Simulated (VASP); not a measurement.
**Ni: single point with RPBE**

The system is Ni.

```
CELL_PARAMETERS angstrom
0.00000 2.51120 2.51120
2.51120 0.00000 2.51120
2.51120 2.51120 0.00000
ATOMIC_POSITIONS crystal
Ni 0.12500 0.12500 0.12500
Ni 0.87500 0.87500 0.87500
```

This isn't the form of Ni at room conditions, which is fcc.

* Program: VASP 6.6.1
* Task: single point
* Functional: RPBE
* Potentials or basis: VASP PAW PBE potentials, release 64 (Ni)
* Cutoff: 520 eV
* k mesh: 12 × 12 × 12
* Occupations: fermi-dirac, width 0.05 eV
* Spin: collinear spin, ferromagnetic start
* Starting moments: [0.852, 0.852] μB

```yaml
Pressure: 8.1 GPa
Net_moment: 1.56 μB per cell
Site_moments: Ni +0.78 μB
Valence_electrons_inside_the_program's_atomic_spheres: Ni 9.27
```

Levels at points of the mesh, in eV from the Fermi level:
Spin up:
| k point | band 7 | band 8 | band 9 | band 10 | band 11 | band 12 | band 13 | band 14 | band 15 | band 16 |
| --- | --- | --- | --- | --- | --- | --- | --- | --- | --- | --- |
| (0.00, 0.00, 0.00) | -1.79 | -1.79 | -1.79 | -0.79 | -0.79 | 12.05 | 12.05 | 12.05 | 12.55 | 12.55 |
| (0.50, 0.00, 0.00) | -1.57 | -1.44 | -1.44 | -0.95 | -0.95 | 0.38 | 8.77 | 8.77 | 12.34 | 12.83 |
| (0.50, 0.50, 0.00) | -2.01 | -2.01 | -0.82 | -0.82 | 0.98 | 0.98 | 4.53 | 4.53 | 9.45 | 9.45 |
Spin down:
```csv
k point,band 7,band 8,band 9,band 10,band 11,band 12
"(0.00, 0.00, 0.00)",-0.94,-0.94,-0.94,0.13,0.13,12.17
"(0.50, 0.00, 0.00)",-1.59,-0.60,-0.60,-0.01,-0.01,1.10
"(0.50, 0.50, 0.00)",-1.18,-1.18,0.14,0.14,1.47,1.47
```

Wall time 2.8 min on 1 thread of Intel Xeon 8259CL, on a shared host, peak memory 0.21 GiB.

Caveat: the cell stands under pressure; the PAW data sets were made with another functional, which shifts forces and pressure a little.
